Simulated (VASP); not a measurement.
# Hf in VASP: relaxation of the atoms with PBE

Aim: the relaxation of the atoms of Hf with PBE.

Everything below comes from runs of VASP 6.6.1. Logs are shortened: lines on timing, memory, paths and dates and some standing lists are left out, and cuts for length are marked.

**1. The cell of the first run**

The cell holds a slab with vacuum, 3 atoms: a = 3.070 Å, b = 3.070 Å, c = 19.013 Å, α = 90.00°, β = 90.00°, γ = 109.47°.

**2. Relaxation of the atoms, PBE**

Input file INCAR:

```
PREC     = Accurate       # precision mode
ENCUT    = 520            # plane-wave cutoff, eV
EDIFF    = 1E-6           # SCF threshold, eV
ISMEAR   = 0              # smearing method
SIGMA    = 0.1            # smearing width, eV
LREAL    = False          # projectors in reciprocal space
LASPH    = True           # aspherical terms in the spheres
NELM     = 80             # most SCF steps
ALGO     = Normal         # electronic algorithm
ISIF     = 2              # what is computed and relaxed
LWAVE    = False          # write WAVECAR
LCHARG   = False          # write CHGCAR
LDIPOL   = True         
IDIPOL   = 3            
DIPOL    = 0.5 0.5 0.500
GGA      = PE             # functional
IBRION   = 2              # ionic algorithm
NSW      = 70             # ionic steps
EDIFFG   = -0.03          # ionic threshold
```

Input file KPOINTS:

```
Automatic mesh
0
Gamma
  10 10 1
```

Input file POSCAR:

```
Hf
1.0
    3.0697355021      0.0000000000      0.0000000000
   -1.0232451674      2.8941743867      0.0000000000
    0.0000000000      0.0000000000     19.0128570837
Hf
3
Selective dynamics
Direct
    0.5000000000      0.5000000000      0.3681719149  F F F
    0.0000000000      0.0000000000      0.5000000000  T T T
    0.5000000000      0.5000000000      0.6318280851  T T T
```

Potentials or basis: VASP PAW PBE potentials, release 64 (Hf_pv).

Started as:

```
$ cat potpaw_PBE.64/Hf_pv/POTCAR > POTCAR
$ mpirun -np 1 vasp_std > vasp.out
```

OUTCAR:

```text
PREC = Accurate
   ENCUT = 520
   EDIFF = 1E-6
   ISMEAR = 0
   LREAL = False
   LASPH = True
   NELM = 80
   ISIF = 2
   GGA = PE
   IBRION = 2
   NSW = 70
   EDIFFG = -0.03

 ion  position               nearest neighbor table
   1  0.500  0.500  0.368-   2 3.07   2 3.07   2 3.54   2 3.54
   2  0.000  0.000  0.500-   1 3.07   3 3.07   1 3.07   3 3.07   1 3.54   3 3.54   1 3.54   3 3.54

   3  0.500  0.500  0.632-   2 3.07   2 3.07   2 3.54   2 3.54

  LATTYP: Found a base centered orthorhombic cell.
 ALAT       =     3.5446252370
 B/A-ratio  =     1.4142135624
 C/A-ratio  =     5.3638553620

  Lattice vectors:

 A1 = (   3.0697355021,   0.0000000000,   0.0000000000)
 A2 = (  -1.0232451674,   2.8941743867,   0.0000000000)
 A3 = (   0.0000000000,   0.0000000000,  19.0128570837)

Analysis of symmetry for initial positions (statically):
=====================================================================
 Subroutine PRICEL returns:
 Original cell was already a primitive cell.

 Routine SETGRP: Setting up the symmetry group for a
 base centered orthorhombic supercell.

 Subroutine GETGRP returns: Found  8 space group operations
 (whereof  8 operations were pure point group operations)
 out of a pool of  8 trial point group operations.

The static configuration has the point symmetry D_2h.

Analysis of symmetry for dynamics (positions and initial velocities):
=====================================================================
 Subroutine PRICEL returns:
 Original cell was already a primitive cell.

 Routine SETGRP: Setting up the symmetry group for a
 base centered orthorhombic supercell.

 Subroutine GETGRP returns: Found  8 space group operations
 (whereof  8 operations were pure point group operations)
 out of a pool of  8 trial point group operations.

The dynamic configuration has the point symmetry D_2h.

Analysis of constrained symmetry for selective dynamics:
=====================================================================
 Subroutine PRICEL returns:
 Original cell was already a primitive cell.

 Routine SETGRP: Setting up the symmetry group for a
 base centered orthorhombic supercell.

 Subroutine GETGRP returns: Found  4 space group operations
 (whereof  4 operations were pure point group operations)
 out of a pool of  8 trial point group operations.

The constrained configuration has the point symmetry C_2v.

 Subroutine INISYM returns: Found  4 space group operations
 (whereof  4 operations are pure point group operations),
 and found     1 'primitive' translations

----------------------------------------------------------------------------------------

                                     Primitive cell

  volume of cell :     168.9169

  direct lattice vectors                    reciprocal lattice vectors
     3.069735502  0.000000000  0.000000000     0.325760965  0.115173894  0.000000000
    -1.023245167  2.894174387  0.000000000     0.000000000  0.345521681  0.000000000
     0.000000000  0.000000000 19.012857084     0.000000000  0.000000000  0.052595988

  length of vectors
     3.069735502  3.069735502 19.012857084     0.345521681  0.345521681  0.052595988

  position of ions in fractional coordinates (direct lattice)
     0.500000000  0.500000000  0.368171915
     0.000000000  0.000000000  0.500000000
     0.500000000  0.500000000  0.631828085

  ion indices of the primitive-cell ions
   primitive index   ion index
                 1           1
                 2           2
                 3           3

----------------------------------------------------------------------------------------

 KPOINTS: Automatic mesh

Automatic generation of k-mesh.
 Grid dimensions read from file:
 generate k-points for:   10   10    1

 Generating k-lattice:

  Cartesian coordinates                     Fractional coordinates (reciprocal lattice)
     0.032576097  0.011517389  0.000000000     0.100000000 -0.000000000  0.000000000
     0.000000000  0.034552168  0.000000000     0.000000000  0.100000000  0.000000000
     0.000000000  0.000000000  0.052595988     0.000000000  0.000000000  1.000000000

  Length of vectors
     0.034552168  0.034552168  0.052595988

  Shift w.r.t. Gamma in fractional coordinates (k-lattice)
     0.000000000  0.000000000  0.000000000

 Subroutine IBZKPT returns following result:
 ===========================================

 Found     31 irreducible k-points:

 Following reciprocal coordinates:
            Coordinates               Weight
  0.000000  0.000000  0.000000      1.000000
  0.100000  0.000000  0.000000      4.000000
  0.200000  0.000000  0.000000      4.000000
  0.300000 -0.000000  0.000000      4.000000
  0.400000 -0.000000  0.000000      4.000000
  0.500000 -0.000000  0.000000      2.000000
[... 16 lines left out ...]
  0.300000  0.300000  0.000000      2.000000
  0.400000  0.300000  0.000000      4.000000
 [... further k-points ...]
   k-points           NKPTS =     31   k-points in BZ     NKDIM =     31   number of bands    NBANDS=     19
   number of dos      NEDOS =    301   number of ions     NIONS =      3
   total plane-waves  NPLWV =  82944
   dimension x,y,z NGX =    24 NGY =   24 NGZ =  144
   dimension x,y,z NGXF=    48 NGYF=   48 NGZF=  288
   ions per type =               3
   NGX,Y,Z   is equivalent  to a cutoff of  13.00, 13.00, 12.59 a.u.
   NGXF,Y,Z  is equivalent  to a cutoff of  26.00, 26.00, 25.18 a.u.
 SYSTEM =  unknown system
   PREC   = accura    normal or accurate (medium, high low for compatibility)
   ISTART =      0    job   : 0-new  1-cont  2-samecut
   ICHARG =      2    charge: 1-file 2-atom 10-const
   ISPIN  =      1    spin polarized calculation?
   LNONCOLLINEAR =      F non collinear calculations
   LSORBIT =      F    spin-orbit coupling
   LASPH  =      T    aspherical Exc in radial PAW
   ENCUT  =  520.0 eV  38.22 Ry    6.18 a.u.   5.71  5.71 35.35*2*pi/ulx,y,z
   NELM   =     80;   NELMIN=  2; NELMDL= -5     # of ELM steps
   EDIFF  = 0.1E-05   stopping-criterion for ELM
   LREAL  =      F    real-space projection
   EDIFFG = -.3E-01   stopping-criterion for IOM
   NSW    =     70    number of steps for IOM
   IBRION =      2    ionic relax: 0-MD 1-quasi-New 2-CG
   NFREE  =      1    steps in history (QN), initial steepest desc. (CG)
   ISIF   =      2    stress and relaxation
   ISYM   =      2    0-nonsym 1-usesym 2-fastsym
   POTIM  = 0.5000    time-step for ionic-motion
   TEBEG  =    0.0;   TEEND  =   0.0 temperature during run
   PSTRESS=    0.0 pullay stress
   NELECT =      30.0000    total number of electrons
   NUPDOWN=      -1.0000    fix difference up-down
   EMIN   =  10.00;   EMAX   =-10.00  energy-range for DOS
   EFERMI =   0.00;   METHOD = LEGACY
   ISMEAR =     0;   SIGMA  =   0.10  broadening in eV -4-tet -1-fermi 0-gaus
   EFERMI_NEDOS =   21; number of points for ismear=-14 and -15
   IALGO  =     38    algorithm
   IMIX   =      4    mixing-type and parameters
     AMIX     =   0.40;   BMIX     =  1.00
     AMIX_MAG =   1.60;   BMIX_MAG =  1.00
  volume/ion in A,a.u.               =      56.31       379.97
  Fermi-wavevector in a.u.,A,eV,Ry     =   0.920218  1.738961 11.521439  0.846802
  Thomas-Fermi vector in A             =   2.045499
   LORBIT       =      0    0 simple, 1 ext, 2 COOP (PROOUT), +10 PAW based schemes
   GGA     = PE    functional components
   LHFCALC =     F    Hartree Fock is set to
   AEXX    =    0.0000 exact exchange contribution
   IVDW    =     0    specifies the selected vdW correction
   LEPSILON=     F    determine dielectric tensor
   LRPA    =     F    only Hartree local field effects (RPA)
 conjugate gradient relaxation of ions
 non-spin polarized calculation
 Gauss-broadening in eV      SIGMA  =   0.10
  energy-cutoff  :      520.00
  volume of cell :      168.92
 maximum number of plane-waves:      4577
   NGX = 11   NGY = 11   NGZ = 71

--------------------------------------- Ionic step        1  -------------------------------------------

 number of electron      30.0000001 magnetization

 Free energy of the ion-electron system (eV)
  ---------------------------------------------------
  ext. energy  EPLUGINS =         0.00000000
  ---------------------------------------------------
  free energy    TOTEN  =       -27.38091464 eV

  energy without entropy =      -27.34922436  energy(sigma->0) =      -27.36506950

------------------------ aborting loop because EDIFF is reached ----------------------------------------

  FORCE on cell =-STRESS in cart. coord.  units (eV):
  Direction    XX          YY          ZZ          XY          YZ          ZX
  --------------------------------------------------------------------------------------
  -------------------------------------------------------------------------------------
  Total       -2.6698391     -2.9798340     -2.1081751     -0.4383990      0.0000000      0.0000000
  in kB      -25.3234362    -28.2637390    -19.9960506     -4.1582161      0.0000000      0.0000000
  external PRESSURE =     -24.5277419 kB  Pullay stress =       0.0000000 kB
[... 92 lines left out ...]
  FREE ENERGIE OF THE ION-ELECTRON SYSTEM (eV)
  ---------------------------------------------------
  free  energy   TOTEN  =       -27.4064007845 eV

  energy  without entropy=      -27.3754062994  energy(sigma->0) =      -27.39090354

 vacuum level on the upper side and lower side of the slab       (xc-potential included)         0.007        -0.237

[... ionic steps 4 to 7 ...]

--------------------------------------- Ionic step        8  -------------------------------------------

 number of electron      30.0000003 magnetization

------------------------ aborting loop because EDIFF is reached ----------------------------------------

  FORCE on cell =-STRESS in cart. coord.  units (eV):
  Direction    XX          YY          ZZ          XY          YZ          ZX
  --------------------------------------------------------------------------------------
  -------------------------------------------------------------------------------------
  Total       -1.7855044     -1.5196627     -0.1432481      0.3759570      0.0000000      0.0000000
  in kB      -16.9355175    -14.4140074     -1.3587088      3.5659538      0.0000000      0.0000000
  external PRESSURE =     -10.9027446 kB  Pullay stress =       0.0000000 kB
[... 55 lines left out ...]
  FREE ENERGIE OF THE ION-ELECTRON SYSTEM (eV)
  ---------------------------------------------------
  free  energy   TOTEN  =       -27.4344067479 eV

  energy  without entropy=      -27.4020758390  energy(sigma->0) =      -27.41824129

 dipolmoment           0.000000      0.000000      0.000002 electrons x Angstroem

--------------------------------------- Ionic step       10  -------------------------------------------

 number of electron      30.0000002 magnetization

 dipolmoment           0.000000      0.000000     -0.000106 electrons x Angstroem

 Free energy of the ion-electron system (eV)
  ---------------------------------------------------
  ext. energy  EPLUGINS =         0.00000000
  ---------------------------------------------------
  free energy    TOTEN  =       -27.43474215 eV

  energy without entropy =      -27.40234491  energy(sigma->0) =      -27.41854353

 E-fermi :  -0.5768     XC(G=0):  -5.4693

 val. band max:       -0.5778197649   @ k =  -0.4000   0.1000   0.0000
 cond. band min:      -0.5642466944   @ k =   0.2000   0.1000   0.0000
 fundamental gap:      0.0135730704
 Fermi energy:        -0.5768139848

 k-point     1 :       0.0000    0.0000    0.0000
  band No.  band energies     occupation
      1     -31.4325      2.00000
      2     -31.2861      2.00000
      3     -30.9307      2.00000
      4     -30.9032      2.00000
      5     -30.7663      2.00000
      6     -30.7650      2.00000
[... 11 lines left out ...]
     18       0.7404      0.00000
     19       0.9731      0.00000
[... 489 lines left out ...]
      3     -31.2710      2.00000
      4     -31.2358      2.00000
      5     -31.1831      2.00000
      6     -31.1813      2.00000
[... 11 lines left out ...]
     18       0.3327      0.00000
     19       0.7342      0.00000

 [... further k-points ...]

------------------------ aborting loop because EDIFF is reached ----------------------------------------

 vacuum level on the upper side and lower side of the slab       (xc-potential included)        -0.002        -0.153

  FORCE on cell =-STRESS in cart. coord.  units (eV):
  Direction    XX          YY          ZZ          XY          YZ          ZX
  --------------------------------------------------------------------------------------
  -------------------------------------------------------------------------------------
  Total       -1.7295538     -1.4319160     -0.0407384      0.4209235      0.0000000      0.0000000
  in kB      -16.4048261    -13.5817298     -0.3864041      3.9924611      0.0000000      0.0000000
  external PRESSURE =     -10.1243200 kB  Pullay stress =       0.0000000 kB

 VOLUME and BASIS-vectors are now :
 -----------------------------------------------------------------------------
  energy-cutoff  :      520.00
  volume of cell :      168.92
      direct lattice vectors                 reciprocal lattice vectors
     3.069735502  0.000000000  0.000000000     0.325760965  0.115173894  0.000000000
    -1.023245167  2.894174387  0.000000000     0.000000000  0.345521681  0.000000000
     0.000000000  0.000000000 19.012857084     0.000000000  0.000000000  0.052595988
[... 9 lines left out ...]
  FREE ENERGIE OF THE ION-ELECTRON SYSTEM (eV)
  ---------------------------------------------------
  free  energy   TOTEN  =       -27.4347421503 eV

  energy  without entropy=      -27.4023449053  energy(sigma->0) =      -27.41854353

 reached required accuracy - stopping structural energy minimisation

 vacuum level on the upper side and lower side of the slab         3.662         3.529
```

Run time: 16 min. Hardware: 1 thread of Oxide Virtual Turin-like, shared host; peak memory 0.29 GiB.

Results:

| Quantity | Value |
| --- | --- |
| Free energy | -27.4347 eV |
| Energy gained by relaxing | 17.9 meV/atom |
| Ionic steps | 10 |
| Band gap on the k mesh | zero (bands 15 and 16 overlap by 0.84 eV) |

Step by step:
```tsv
step	energy change (eV)	largest force on free atoms (eV/Å)	pressure (GPa)
1	0.0000	0.4186	-2.45
2	-0.0080	0.3699	-2.34
3	-0.0255	0.2049	-2.00
4	-0.0265	0.5111	-1.20
5	-0.0322	0.3145	-1.62
6	-0.0419	0.2308	-1.50
7	-0.0533	0.0429	-1.15
8	-0.0535	0.0457	-1.09
9	-0.0535	0.0482	-1.10
10	-0.0538	0.0077	-1.01
```

Final structure:
```xyz
3
Lattice="3.0697 0.0000 0.0000 -1.0232 2.8942 0.0000 0.0000 0.0000 19.0129" Properties=species:S:1:pos:R:3 pbc="T T T"
Hf    1.0232    1.4471    7.0000
Hf    0.0000    0.0000    9.3826
Hf    1.0232    1.4471   11.7665
```

Caveat: spin-orbit coupling is left out, which moves the levels of the heavy elements.
